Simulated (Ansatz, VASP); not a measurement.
# CdS in VASP and in Ansatz

File INCAR:

```
PREC = Accurate ; ENCUT = 600
EDIFF = 1E-6 ; ISMEAR = 0
SIGMA = 0.02 ; LREAL = False
LASPH = True ; NELM = 100
ALGO = Normal ; ISIF = 3
LWAVE = False ; LCHARG = False
GGA = CA ; IBRION = 2
NSW = 100 ; EDIFFG = -0.002
```

KPOINTS

```
regular mesh
0
Gamma
  8 8 8
```

Contents of POSCAR:

```
CdS
1.0
    0.0000000000      2.9429534600      2.9429534600
    2.9429534600      0.0000000000      2.9429534600
    2.9429534600      2.9429534600      0.0000000000
Cd S
1 1
Direct
    0.0000000000      0.0000000000      0.0000000000
    0.7500000000      0.7500000000      0.7500000000
```

Input for Ansatz:

```yaml
crystal:
  lattice:
    - [0.0, 2.94295346, 2.94295346]
    - [2.94295346, 0.0, 2.94295346]
    - [2.94295346, 2.94295346, 0.0]
  atoms:
    - { symbol: Cd, position: [0.0, 0.0, 0.0] }
    - { symbol: S, position: [0.75, 0.75, 0.75] }
basis:
  ecutwfc: 420
kpoints:
  mp_grid: { grid: [8, 8, 8] }
hamiltonian:
  xc: lda
  pseudopotentials: { kind: paw, azcp: { folder: soft_1 } }
scf:
  occupations: { method: gaussian, width: 0.02 }
output:
  forces: true
  stress: true
  eigenvalues: true
relax:
  adjacent_minimum: "off"
  f_tol: 0.002
  max_steps: 80
  cell: { stress_tol: 0.02 }
```

Alike in both runs: task relaxation of cell and atoms; functional LDA; k mesh 8 × 8 × 8; occupations gaussian, width 0.02 eV; no spin polarisation.

|  | VASP | Ansatz |
| --- | --- | --- |
| version | VASP 6.6.1 | Ansatz 0.2.0 |
| potentials or method | VASP PAW LDA potentials, release 64 (Cd, S), cutoff 600 eV | scalar-relativistic, plane waves, PAW |
| valence electrons in the cell | 18 | 26 |

Ansatz gave:

- gap on the k mesh at the Fermi level, each at its own relaxed structure (eV): 0.95
- relaxed volume (Å³/atom): 23.85
- relaxed cell length with the largest relative difference (Å): 4.071

**Question.** What did VASP give for the same quantities?

**Answer.** gap on the k mesh at the Fermi level, each at its own relaxed structure (eV): 0.96; relaxed volume (Å³/atom): 24.02; relaxed cell length with the largest relative difference (Å): 4.080.

Ansatz warns that its potentials were made for another functional, while VASP's fit it. LDA's correlation is that of Perdew and Zunger in VASP and of Perdew and Wang (1992) in Ansatz. VASP's potentials hold 18 valence electrons a cell and Ansatz's 26, so a difference there can come from the potentials and not from the codes.
